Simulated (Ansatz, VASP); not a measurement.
# One calculation of ZnO, two programs

File INCAR:

```
SYSTEM = ZnO
PREC = Accurate
ENCUT = 520
EDIFF = 1E-7
ISMEAR = 0
SIGMA = 0.01
LREAL = .False.
LASPH = .True.
NELM = 100
ALGO = Normal
ISIF = 2
LWAVE = .False.
LCHARG = .False.
NBANDS = 26
```

Contents of KPOINTS:

```
regular mesh
0
Gamma
  9 9 6
  0 0 0
```

The input POSCAR:

```
ZnO
1.0
    3.2494000000      0.0000000000      0.0000000000
   -1.6247000000      2.8140629471      0.0000000000
    0.0000000000      0.0000000000      5.2038000000
Zn O
2 2
Direct
    0.3333333333      0.6666666667      0.0000000000
    0.6666666667      0.3333333333      0.5000000000
    0.3333333333      0.6666666667      0.3821000000
    0.6666666667      0.3333333333      0.8821000000
```

Input for Ansatz:

```yaml
crystal:
  lattice:
    - [3.2494, 0.0, 0.0]
    - [-1.6247, 2.8140629471, 0.0]
    - [0.0, 0.0, 5.2038]
  atoms:
    - { symbol: Zn, position: [0.3333333333, 0.6666666667, 0.0] }
    - { symbol: Zn, position: [0.6666666667, 0.3333333333, 0.5] }
    - { symbol: O, position: [0.3333333333, 0.6666666667, 0.3821] }
    - { symbol: O, position: [0.6666666667, 0.3333333333, 0.8821] }
scf:
  occupations: { method: fixed }
output:
  eigenstates:
    kpoints:
      - [0, 0, 0]
      - [0.01, 0, 0]
      - [0.02, 0, 0]
      - [0.03, 0, 0]
      - [0.04, 0, 0]
      - [0.05, 0, 0]
      - [0.06, 0, 0]
      - [0.07, 0, 0]
      - [0.08, 0, 0]
      - [0.09, 0, 0]
      - [0.1, 0, 0]
      - [0.12, 0, 0]
      - [0.14, 0, 0]
      - [0.16, 0, 0]
      - [0.2, 0, 0]
      - [0.006667, 0.006667, 0]
      - [0.013333, 0.013333, 0]
      - [0.02, 0.02, 0]
      - [0.026667, 0.026667, 0]
      - [0.033333, 0.033333, 0]
      - [0.04, 0.04, 0]
      - [0.046667, 0.046667, 0]
      - [0.053333, 0.053333, 0]
      - [0.06, 0.06, 0]
      - [0.066667, 0.066667, 0]
      - [0.08, 0.08, 0]
      - [0.093333, 0.093333, 0]
      - [0.106667, 0.106667, 0]
      - [0.133333, 0.133333, 0]
      - [0, 0, 0.01]
      - [0, 0, 0.02]
      - [0, 0, 0.03]
      - [0, 0, 0.04]
      - [0, 0, 0.05]
      - [0, 0, 0.06]
      - [0, 0, 0.07]
      - [0, 0, 0.08]
      - [0, 0, 0.09]
      - [0, 0, 0.1]
      - [0, 0, 0.12]
      - [0, 0, 0.14]
      - [0, 0, 0.16]
      - [0, 0, 0.2]
    top_band: c2
hamiltonian:
  xc: lda
  pseudopotentials: { kind: paw, azcp: { folder: soft_1 } }
kpoints:
  mp_grid: { grid: [9, 9, 6] }
```

Alike in both runs: task single point; functional LDA; k mesh 9 × 9 × 6; no spin polarisation.

|  | VASP | Ansatz |
| --- | --- | --- |
| version | VASP 6.6.1 | Ansatz 0.2.0 |
| potentials or method | VASP PAW LDA potentials, release 64 (Zn, O) | scalar-relativistic, plane waves, PAW |
| plane-wave cutoff (eV) | 520 | 420 |
| occupations | gaussian, width 0.01 eV | fixed |
| valence electrons in the cell | 36 | 36 |

Ansatz gave:

- gap on the k mesh at the Fermi level (eV): 0.73
- least direct gap on the mesh (eV): 0.73

What did VASP give for the same quantities?

gap on the k mesh at the Fermi level (eV): 0.74; least direct gap on the mesh (eV): 0.74.

Ansatz warns that its potentials were made for another functional, while VASP's fit it. LDA's correlation is that of Perdew and Zunger in VASP and of Perdew and Wang (1992) in Ansatz.
